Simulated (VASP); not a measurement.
# C4F (Im-3m) in VASP: further runs

Runs on C4F. Level: PBE+D3(BJ). Tasks: single point, relaxation of cell and atoms.

Program: VASP 6.6.1. These are calculated values, not measurements. Logs are shortened: lines on timing, memory, paths and dates and some standing lists are left out, and cuts for length are marked.

### 1 The cell of the first run

It takes space group Im-3m (No. 229, cubic). The conventional cell has a = 4.566 Å, b = 4.566 Å, c = 4.566 Å, α = 90.00°, β = 90.00°, γ = 90.00°. Within 2.6 Å of C (site symmetry -3m) lie 2 F at 1.98 Å and 6 C at 2.28 Å. F (site symmetry m-3m) has 8 C at 1.98 Å within 2.6 Å.

### 2 Single point, PBE+D3(BJ)

INCAR

```
SYSTEM = C4F
PREC = Accurate
ENCUT = 520
EDIFF = 1E-6
ISMEAR = 0
SIGMA = 0.1
LREAL = .False.
LASPH = .True.
NELM = 80
ALGO = Normal
ISIF = 2
LWAVE = .False.
LCHARG = .True.
GGA = PE
IVDW = 12
LELF = .True.
LVHAR = .True.
NBANDS = 20
```

KPOINTS

```
Automatic mesh
0
Gamma
  6 6 6
  0 0 0
```

POSCAR

```
C4F
1.0
   -2.2827518273      2.2827518273      2.2827518273
    2.2827518273     -2.2827518273      2.2827518273
    2.2827518273      2.2827518273     -2.2827518273
C F
4 1
Direct
    0.5000000000      0.5000000000      0.5000000000
    0.0000000000      0.0000000000      0.5000000000
    0.0000000000      0.5000000000      0.0000000000
    0.5000000000      0.0000000000      0.0000000000
    0.0000000000      0.0000000000      0.0000000000
```

Potentials or basis: VASP PAW PBE potentials, release 64 (C, F).

Launch:

```sh
$ cat potpaw_PBE.64/C/POTCAR potpaw_PBE.64/F/POTCAR > POTCAR
$ mpirun -np 1 vasp_std > vasp.out
```

OUTCAR:

```text
SYSTEM = C4F
   PREC = Accurate
   ENCUT = 520
   EDIFF = 1E-6
   ISMEAR = 0
   LREAL = .False.
   LASPH = .True.
   NELM = 80
   ISIF = 2
   GGA = PE
   IVDW = 12
 IVDW          = 12

 ion  position               nearest neighbor table
   1  0.500  0.500  0.500-   5 1.98   5 1.98
   2  0.000  0.000  0.500-   5 1.98   5 1.98
   3  0.000  0.500  0.000-   5 1.98   5 1.98
   4  0.500  0.000  0.000-   5 1.98   5 1.98
   5  0.000  0.000  0.000-   1 1.98   2 1.98   3 1.98   4 1.98   2 1.98   3 1.98   4 1.98   1 1.98

  LATTYP: Found a body centered cubic cell.
 ALAT       =     4.5655036546

  Lattice vectors:

 A1 = (  -2.2827518273,   2.2827518273,   2.2827518273)
 A2 = (   2.2827518273,  -2.2827518273,   2.2827518273)
 A3 = (   2.2827518273,   2.2827518273,  -2.2827518273)

Analysis of symmetry for initial positions (statically):
=====================================================================
 Subroutine PRICEL returns:
 Original cell was already a primitive cell.

 Routine SETGRP: Setting up the symmetry group for a
 body centered cubic supercell.

 Subroutine GETGRP returns: Found 48 space group operations
 (whereof 48 operations were pure point group operations)
 out of a pool of 48 trial point group operations.

The static configuration has the point symmetry O_h .

Analysis of symmetry for dynamics (positions and initial velocities):
=====================================================================
 Subroutine PRICEL returns:
 Original cell was already a primitive cell.

 Routine SETGRP: Setting up the symmetry group for a
 body centered cubic supercell.

 Subroutine GETGRP returns: Found 48 space group operations
 (whereof 48 operations were pure point group operations)
 out of a pool of 48 trial point group operations.

The dynamic configuration has the point symmetry O_h .

 Subroutine INISYM returns: Found 48 space group operations
 (whereof 48 operations are pure point group operations),
 and found     1 'primitive' translations

----------------------------------------------------------------------------------------

                                     Primitive cell

  volume of cell :      47.5813

  direct lattice vectors                    reciprocal lattice vectors
    -2.282751827  2.282751827  2.282751827     0.000000000  0.219033884  0.219033884
     2.282751827 -2.282751827  2.282751827     0.219033884  0.000000000  0.219033884
     2.282751827  2.282751827 -2.282751827     0.219033884  0.219033884  0.000000000

  length of vectors
     3.953842146  3.953842146  3.953842146     0.309760690  0.309760690  0.309760690

  position of ions in fractional coordinates (direct lattice)
     0.500000000  0.500000000  0.500000000
     0.000000000  0.000000000  0.500000000
     0.000000000  0.500000000  0.000000000
     0.500000000  0.000000000  0.000000000
     0.000000000  0.000000000  0.000000000

  ion indices of the primitive-cell ions
   primitive index   ion index
                 1           1
                 2           2
                 3           3
                 4           4
                 5           5

----------------------------------------------------------------------------------------

 KPOINTS: Automatic mesh

Automatic generation of k-mesh.
 Grid dimensions read from file:
 generate k-points for:    6    6    6

 Generating k-lattice:

  Cartesian coordinates                     Fractional coordinates (reciprocal lattice)
     0.000000000  0.036505647  0.036505647     0.166666667  0.000000000  0.000000000
     0.036505647  0.000000000  0.036505647     0.000000000  0.166666667  0.000000000
     0.036505647  0.036505647  0.000000000     0.000000000  0.000000000  0.166666667

  Length of vectors
     0.051626782  0.051626782  0.051626782

  Shift w.r.t. Gamma in fractional coordinates (k-lattice)
     0.000000000  0.000000000  0.000000000

 Subroutine IBZKPT returns following result:
 ===========================================

 Found     16 irreducible k-points:

 Following reciprocal coordinates:
            Coordinates               Weight
  0.000000  0.000000  0.000000      1.000000
  0.166667  0.000000  0.000000     12.000000
  0.333333  0.000000  0.000000     12.000000
  0.500000  0.000000  0.000000      6.000000
  0.166667  0.166667  0.000000     24.000000
  0.333333  0.166667  0.000000     48.000000
[... 8 lines left out ...]
  0.500000  0.500000  0.333333     12.000000
  0.500000  0.500000  0.500000      1.000000
   k-points           NKPTS =     16   k-points in BZ     NKDIM =     16   number of bands    NBANDS=     20
   number of dos      NEDOS =    301   number of ions     NIONS =      5
   total plane-waves  NPLWV =  27000
   dimension x,y,z NGX =    30 NGY =   30 NGZ =   30
   dimension x,y,z NGXF=    60 NGYF=   60 NGZF=   60
   ions per type =               4   1
   NGX,Y,Z   is equivalent  to a cutoff of  12.61, 12.61, 12.61 a.u.
   NGXF,Y,Z  is equivalent  to a cutoff of  25.23, 25.23, 25.23 a.u.
 SYSTEM =  C4F
   PREC   = accura    normal or accurate (medium, high low for compatibility)
   ISTART =      0    job   : 0-new  1-cont  2-samecut
   ICHARG =      2    charge: 1-file 2-atom 10-const
   ISPIN  =      1    spin polarized calculation?
   LNONCOLLINEAR =      F non collinear calculations
   LSORBIT =      F    spin-orbit coupling
   LASPH  =      T    aspherical Exc in radial PAW
   ENCUT  =  520.0 eV  38.22 Ry    6.18 a.u.   7.35  7.35  7.35*2*pi/ulx,y,z
   NELM   =     80;   NELMIN=  2; NELMDL= -5     # of ELM steps
   EDIFF  = 0.1E-05   stopping-criterion for ELM
   LREAL  =      F    real-space projection
   EDIFFG = 0.1E-04   stopping-criterion for IOM
   NSW    =      0    number of steps for IOM
   IBRION =     -1    ionic relax: 0-MD 1-quasi-New 2-CG
   NFREE  =      0    steps in history (QN), initial steepest desc. (CG)
   ISIF   =      2    stress and relaxation
   ISYM   =      2    0-nonsym 1-usesym 2-fastsym
   POTIM  = 0.5000    time-step for ionic-motion
   TEBEG  =    0.0;   TEEND  =   0.0 temperature during run
   PSTRESS=    0.0 pullay stress
   NELECT =      23.0000    total number of electrons
   NUPDOWN=      -1.0000    fix difference up-down
   EMIN   =  10.00;   EMAX   =-10.00  energy-range for DOS
   EFERMI =   0.00;   METHOD = LEGACY
   ISMEAR =     0;   SIGMA  =   0.10  broadening in eV -4-tet -1-fermi 0-gaus
   EFERMI_NEDOS =   21; number of points for ismear=-14 and -15
   IALGO  =     38    algorithm
   IMIX   =      4    mixing-type and parameters
     AMIX     =   0.40;   BMIX     =  1.00
     AMIX_MAG =   1.60;   BMIX_MAG =  1.00
  volume/ion in A,a.u.               =       9.52        64.22
  Fermi-wavevector in a.u.,A,eV,Ry     =   1.284810  2.427938 22.459620  1.650736
  Thomas-Fermi vector in A             =   2.416981
   LORBIT       =      0    0 simple, 1 ext, 2 COOP (PROOUT), +10 PAW based schemes
   GGA     = PE    functional components
   LHFCALC =     F    Hartree Fock is set to
   AEXX    =    0.0000 exact exchange contribution
   IVDW    =    12    specifies the selected vdW correction
   LEPSILON=     F    determine dielectric tensor
   LRPA    =     F    only Hartree local field effects (RPA)
 non-spin polarized calculation
 Gauss-broadening in eV      SIGMA  =   0.10
  energy-cutoff  :      520.00
  volume of cell :       47.58
 maximum number of plane-waves:      1294
 NGX is ok and might be reduce to    30
   NGX = 15   NGY = 15   NGZ = 15

 number of electron      23.0000012 magnetization

 Free energy of the ion-electron system (eV)
  ---------------------------------------------------
  ext. energy  EPLUGINS =         0.00000000
  ---------------------------------------------------
  free energy    TOTEN  =       -18.39665227 eV

  energy without entropy =      -18.38989015  energy(sigma->0) =      -18.39327121

 E-fermi :   3.7674     XC(G=0): -11.1158

 val. band max:        3.7601779722   @ k =   0.3333   0.0000   0.0000
 cond. band min:       3.7825070359   @ k =   0.1667   0.1667   0.1667
 fundamental gap:      0.0223290637
 Fermi energy:         3.7673845203

 k-point     1 :       0.0000    0.0000    0.0000
  band No.  band energies     occupation
      1     -22.3871      2.00000
      2      -8.8161      2.00000
      3      -5.3961      2.00000
      4      -5.3961      2.00000
      5      -5.3961      2.00000
      6      -2.7690      2.00000
[... 12 lines left out ...]
     19      10.2863      0.00000
     20      10.2863      0.00000

 k-point     2 :       0.1667    0.0000    0.0000
  band No.  band energies     occupation
      1     -22.3667      2.00000
      2      -8.8968      2.00000
      3      -5.8554      2.00000
      4      -5.5835      2.00000
      5      -5.3674      2.00000
      6      -3.1879      2.00000
[... 12 lines left out ...]
     19       9.7615      0.00000
     20      10.0529      0.00000

 k-point     3 :       0.3333    0.0000    0.0000
  band No.  band energies     occupation
      1     -22.3255      2.00000
      2      -8.9988      2.00000
      3      -6.4502      2.00000
      4      -6.1191      2.00000
      5      -5.3132      2.00000
      6      -3.7746      2.00000
[... 12 lines left out ...]
     19       8.9257      0.00000
     20       9.6131      0.00000

 k-point     4 :       0.5000    0.0000    0.0000
  band No.  band energies     occupation
      1     -22.3047      2.00000
      2      -9.0201      2.00000
      3      -6.6758      2.00000
      4      -6.4260      2.00000
      5      -5.2878      2.00000
      6      -4.0041      2.00000
[... 12 lines left out ...]
     19       8.9385      0.00000
     20       9.3596      0.00000

 k-point     5 :       0.1667    0.1667    0.0000
  band No.  band energies     occupation
      1     -22.3360      2.00000
      2      -8.9501      2.00000
      3      -6.5015      2.00000
      4      -5.9621      2.00000
      5      -5.2782      2.00000
      6      -3.0724      2.00000
[... 12 lines left out ...]
     19       9.2231      0.00000
     20       9.4421      0.00000

 k-point     6 :       0.3333    0.1667    0.0000
  band No.  band energies     occupation
      1     -22.3050      2.00000
      2      -8.8670      2.00000
      3      -7.3067      2.00000
      4      -6.0790      2.00000
      5      -5.4348      2.00000
      6      -3.1259      2.00000
[... 12 lines left out ...]
     19       8.4219      0.00000
     20       8.9160      0.00000

 k-point     7 :       0.3333    0.3333    0.0000
  band No.  band energies     occupation
      1     -22.2945      2.00000
      2      -8.2887      2.00000
      3      -8.2887      2.00000
      4      -6.0425      2.00000
      5      -5.5272      2.00000
      6      -1.8293      2.00000
[... 12 lines left out ...]
     19       7.3224      0.00000
     20       8.2262      0.00000
[... 93 lines left out ...]
 k-point    12 :       0.5000    0.5000    0.1667
  band No.  band energies     occupation
      1     -22.2918      2.00000
      2      -8.8337      2.00000
      3      -7.2172      2.00000
      4      -7.2162      2.00000
      5      -4.0222      2.00000
      6      -3.0205      2.00000
[... 12 lines left out ...]
     19       8.9747      0.00000
     20       9.2255      0.00000

 k-point    13 :      -0.3333    0.5000    0.1667
  band No.  band energies     occupation
      1     -22.2852      2.00000
      2      -8.6222      2.00000
      3      -7.8818      2.00000
      4      -7.0797      2.00000
      5      -3.7598      2.00000
      6      -1.6684      2.00000
[... 12 lines left out ...]
     19       8.7765      0.00000
     20       8.8624      0.00000

 k-point    14 :      -0.3333    0.3333    0.3333
  band No.  band energies     occupation
      1     -22.2806      2.00000
      2      -8.5896      2.00000
      3      -7.6397      2.00000
      4      -7.6397      2.00000
      5      -2.4783      2.00000
      6      -1.3602      2.00000
[... 12 lines left out ...]
     19       9.0716      0.00000
     20       9.5020      0.00000

 k-point    15 :       0.5000    0.5000    0.3333
  band No.  band energies     occupation
      1     -22.2653      2.00000
      2      -8.3980      2.00000
      3      -7.9051      2.00000
      4      -7.8855      2.00000
      5      -2.0598      2.00000
      6      -1.3666      2.00000
[... 12 lines left out ...]
     19       9.0832      0.00000
     20       9.1282      0.00000

 k-point    16 :       0.5000    0.5000    0.5000
  band No.  band energies     occupation
      1     -22.2518      2.00000
      2      -8.1339      2.00000
      3      -8.1339      2.00000
      4      -8.1339      2.00000
      5      -1.9095      2.00000
      6      -1.9095      2.00000
[... 12 lines left out ...]
     19       9.2649      0.00000
     20       9.2649      0.00000

------------------------ aborting loop because EDIFF is reached ----------------------------------------

 Edisp (eV)   -0.97411

 E8    (eV) :    -0.2746

  FORCE on cell =-STRESS in cart. coord.  units (eV):
  Direction    XX          YY          ZZ          XY          YZ          ZX
  --------------------------------------------------------------------------------------
  -------------------------------------------------------------------------------------
  Total      -0.03424    -0.03424    -0.03424     0.00000     0.00000     0.00000
  in kB      -1.15285    -1.15285    -1.15285     0.00000     0.00000     0.00000
  external pressure =       -1.15 kB  Pullay stress =        0.00 kB

 VOLUME and BASIS-vectors are now :
 -----------------------------------------------------------------------------
  energy-cutoff  :      520.00
  volume of cell :       47.58
      direct lattice vectors                 reciprocal lattice vectors
    -2.282751827  2.282751827  2.282751827     0.000000000  0.219033884  0.219033884
     2.282751827 -2.282751827  2.282751827     0.219033884  0.000000000  0.219033884
     2.282751827  2.282751827 -2.282751827     0.219033884  0.219033884  0.000000000

 POSITION                                       TOTAL-FORCE (eV/Angst)
 -----------------------------------------------------------------------------------
      1.14138      1.14138      1.14138         0.000000      0.000000     -0.000000
      1.14138      1.14138     -1.14138        -0.000000     -0.000000     -0.000000
      1.14138     -1.14138      1.14138         0.000000     -0.000000      0.000000
     -1.14138      1.14138      1.14138        -0.000000     -0.000000     -0.000000
      0.00000      0.00000      0.00000         0.000000     -0.000000      0.000000
 -----------------------------------------------------------------------------------
    total drift:                                0.000000      0.000000     -0.000000

  FREE ENERGIE OF THE ION-ELECTRON SYSTEM (eV)
  ---------------------------------------------------
  free  energy   TOTEN  =       -19.3707663762 eV

  energy  without entropy=      -19.3640042524  energy(sigma->0) =      -19.36738531
```

Wall time 13 s (1 thread of Intel Xeon Platinum 8375C at 2.90GHz (Ice Lake), shared host); peak memory 0.17 GiB.

Results:

| Quantity | Value |
| --- | --- |
| Free energy | -19.3708 eV |
| Pressure | -0.1 GPa |
| Dispersion energy per atom | -0.195 eV |

Levels at points of the mesh, in eV from the Fermi level:
```
           k point  band 8  band 9  band 10  band 11  band 12  band 13  band 14  band 15
(0.00, 0.00, 0.00)   -6.54   -2.82    -2.82    -2.82     0.84     0.84     0.84     4.92
(0.50, 0.00, 0.00)   -3.61   -2.76    -2.22    -0.23     0.70     1.06     1.15     1.79
(0.50, 0.50, 0.50)   -4.17   -4.17    -2.78    -2.46    -1.04    -1.04    -1.04     5.04
```

Caveat: an odd number of electrons without spin polarisation forces a metal; a magnetic or distorted state may lie lower; pairwise dispersion overbinds metals, which lowers pressure and volume.

### 3 Single point, PBE+D3(BJ)

This run uses another cell than the first one, of 13.83 Å³/atom, 1.454 times its volume.

INCAR: that of step 2 with these lines changed.

```diff
@@ -8,3 +8,3 @@
 LASPH = .True.
-NELM = 80
+NELM = 60
 ALGO = Normal
```

KPOINTS is that of step 2.

POSCAR: that of step 2 with these lines changed.

```diff
@@ -2,5 +2,5 @@
 1.0
-   -2.2827518273      2.2827518273      2.2827518273
-    2.2827518273     -2.2827518273      2.2827518273
-    2.2827518273      2.2827518273     -2.2827518273
+   -2.5858910600      2.5858910600      2.5858910600
+    2.5858910600     -2.5858910600      2.5858910600
+    2.5858910600      2.5858910600     -2.5858910600
 C F
```

Potentials or basis: VASP PAW PBE potentials, release 64 (C, F).

Launch:

```sh
$ cat potpaw_PBE.64/C/POTCAR potpaw_PBE.64/F/POTCAR > POTCAR
$ mpirun -np 1 vasp_std > vasp.out
```

It took 17 s on 1 thread of Intel Xeon Platinum 8375C at 2.90GHz (Ice Lake), shared host; peak memory 0.2 GiB.

The run converged. Its results:

| Quantity | Value |
| --- | --- |
| Free energy | -17.2590 eV |
| Pressure | -20.6 GPa |
| Dispersion energy per atom | -0.157 eV |

Levels at points of the mesh, in eV from the Fermi level:
| k point | band 9 | band 10 | band 11 | band 12 | band 13 | band 14 | band 15 | band 16 |
| --- | --- | --- | --- | --- | --- | --- | --- | --- |
| (0.00, 0.00, 0.00) | -1.65 | -1.65 | -1.65 | 0.53 | 0.53 | 0.53 | 3.29 | 3.29 |
| (0.50, 0.00, 0.00) | -1.71 | -1.23 | 0.17 | 0.26 | 0.62 | 1.07 | 1.35 | 1.56 |
| (0.50, 0.50, 0.50) | -3.45 | -3.45 | -1.92 | -0.47 | -0.47 | -0.47 | 3.43 | 3.43 |

Caveat: an odd number of electrons without spin polarisation forces a metal; a magnetic or distorted state may lie lower; pairwise dispersion overbinds metals, which lowers pressure and volume.

### 4 Relaxation of cell and atoms, PBE+D3(BJ)

This run uses another cell than the first one, of 13.83 Å³/atom, 1.454 times its volume.

INCAR

```
ALGO = Normal
EDIFF = 1E-7
EDIFFG = -0.04
ENCUT = 600
GGA = PE
IBRION = 2
ISIF = 3
ISMEAR = 0
IVDW = 12
LASPH = True
LCHARG = False
LREAL = False
LWAVE = False
NELM = 60
NSW = 90
PREC = Accurate
SIGMA = 0.1
```

KPOINTS

```
k-points
0
Gamma
  6 6 6
```

POSCAR is that of step 3.

Launch:

```sh
$ cat potpaw_PBE.64/C/POTCAR potpaw_PBE.64/F/POTCAR > POTCAR
$ mpirun -np 1 vasp_std > vasp.out
```

Run time: 97 s. Hardware: 1 thread of Intel Xeon Platinum 8375C at 2.90GHz (Ice Lake), shared host; peak memory 0.22 GiB.

Results (log left out):

```
Free energy                            : -19.4099 eV
Relaxed volume                         : 9.51 Å³/atom
Relaxed cell                           : a = 3.953 Å, b = 3.953 Å, c = 3.953 Å, α = 109.47°, β = 109.47°, γ = 109.47°
Space group after relaxing (to 0.05 Å) : Im-3m (No. 229)
Energy gained by relaxing              : 430.1 meV/atom
Ionic steps                            : 7
Pressure after relaxing                : 0.0 GPa
Dispersion energy per atom             : -0.195 eV
```

Step by step:
```csv
step,energy change (eV),largest force (eV/Å),pressure (GPa),volume (Å³)
1,0.0000,0.0000,-20.63,69.17
2,-1.8509,0.0000,-13.80,52.83
3,-2.0570,0.0000,10.30,45.28
4,-2.1440,0.0000,-3.31,48.13
5,-2.1498,0.0000,0.97,47.40
6,-2.1489,0.0000,-1.64,47.82
7,-2.1503,0.0000,-0.01,47.55
```

Final structure:
```cif
data_structure
_symmetry_space_group_name_H-M 'P 1'
_symmetry_Int_Tables_number 1
_cell_length_a 3.9530
_cell_length_b 3.9530
_cell_length_c 3.9530
_cell_angle_alpha 109.471
_cell_angle_beta 109.471
_cell_angle_gamma 109.471
_cell_volume 47.55
loop_
_atom_site_label
_atom_site_type_symbol
_atom_site_fract_x
_atom_site_fract_y
_atom_site_fract_z
_atom_site_occupancy
C1 C 0.50000 0.50000 0.50000 1
C2 C 0.00000 0.00000 0.50000 1
C3 C 0.00000 0.50000 0.00000 1
C4 C 0.50000 0.00000 0.00000 1
F1 F 0.00000 0.00000 0.00000 1
```

Levels at points of the mesh, in eV from the Fermi level:
```csv
k point,band 9,band 10,band 11,band 12,band 13,band 14
"(0.00, 0.00, 0.00)",-2.83,-2.83,-2.83,0.84,0.84,0.84
"(0.50, 0.00, 0.00)",-2.76,-2.22,-0.23,0.70,1.06,1.15
"(0.50, 0.50, 0.50)",-4.17,-2.77,-2.46,-1.04,-1.04,-1.04
```

Caveat: the volume moved by over 15 % at a fixed basis, so the end points are rough; an odd number of electrons without spin polarisation forces a metal; a magnetic or distorted state may lie lower; pairwise dispersion overbinds metals, which lowers pressure and volume.

(Part 1 of 2 ends here.)
